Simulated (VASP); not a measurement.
**AlN: single point with LDA**

AlN:

```
Al N
1.0
     3.01767    0.00000    0.00000
    -1.50884    2.61338    0.00000
     0.00000    0.00000    4.82866
Al N
2 2
Direct
  0.33333 0.66667 0.00000
  0.66667 0.33333 0.50000
  0.33333 0.66667 0.38500
  0.66667 0.33333 0.88500
```

This cell differs from its parent crystal: strain -0.030 along x and y, -0.030 along z.

- Program: VASP 6.6.1
- Task: single point
- Functional: LDA
- Potentials or basis: VASP PAW LDA potentials, release 64 (Al, N)
- Cutoff: 520 eV
- k mesh: 9 × 9 × 6
- Occupations: gaussian, width 0.05 eV
- Spin: no spin polarisation

```json
{
 "Pressure": "17.8 GPa",
 "Largest force": "0.192 eV/Å",
 "Band gap on the k mesh": "4.90 eV, indirect (least direct gap 5.02 eV)"
}
```

Forces in eV/Å, atoms in the order of the input:
```
Al   0.000  0.000  0.192
Al   0.000  0.000  0.192
N    0.000  0.000 -0.192
N    0.000  0.000 -0.192
```

Stress tensor (GPa, compression positive):
```
19.24  0.00  0.00
 0.00 19.24  0.00
 0.00  0.00 14.89
```

Levels at points of the mesh, in eV from the valence-band top:
```
           k point  band 6  band 7  band 8  band 9  band 10  band 11
(0.00, 0.00, 0.00)   -0.32   -0.32    0.00    5.02     7.32    11.23
(0.00, 0.00, 0.50)   -0.67   -0.67   -0.67    7.21     7.21    10.86
```

Wall time 32 s on 1 thread of AMD EPYC 7R13, with other jobs on the host, peak memory 0.12 GiB.

Caveat: the cell differs from its parent crystal (strain -0.030 along x and y, -0.030 along z). A k mesh can miss the band edges.
